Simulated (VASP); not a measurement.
GaN, 2 atoms in the cell. Symmetry: Imm2, No. 44, orthorhombic system. The conventional cell has a = 3.067 Å, b = 3.306 Å, c = 4.507 Å, α = 90.00°, β = 90.00°, γ = 90.00°. Within 2.5 Å of Ga (site symmetry mm2) lie 4 N at 1.90 to 2.00 Å. N (site symmetry mm2) has 4 Ga at 1.90 to 2.00 Å within 2.5 Å.  This cell differs from its parent crystal: strain -0.0750 x Voigt [0, 0, 0, 0, 0, 1].

| Quantity | Value |
| --- | --- |
| Program | VASP 6.6.1 |
| Task | single point |
| Functional | r2SCAN |
| Potentials or basis | VASP PAW PBE potentials, release 64 (Ga_d, N) |
| Cutoff | 520 eV |
| k mesh | 10 × 10 × 10 |
| Occupations | gaussian, width 0.05 eV |
| Spin | no spin polarisation |
| Dipole correction | no |
| Further INCAR settings | ALGO = Normal; EDIFF = 1e-07; NBANDS = 16 |

Potentials or basis: VASP PAW PBE potentials, release 64 (Ga_d, N).

Launch:

```console
$ cat potpaw_PBE.64/Ga_d/POTCAR potpaw_PBE.64/N/POTCAR > POTCAR
$ cp INCAR.step1 INCAR
$ mpirun -np 1 vasp_std > vasp.out
$ cp INCAR.step2 INCAR
$ mpirun -np 1 vasp_std > vasp.out
```

Hardware: 1 thread of Intel Xeon 8259CL, with other jobs on the host.

Estimate the wall time of this run.

Wall time 4.2 min on 1 thread of Intel Xeon 8259CL, with other jobs on the host, peak memory 0.19 GiB. Counts: k points 171.
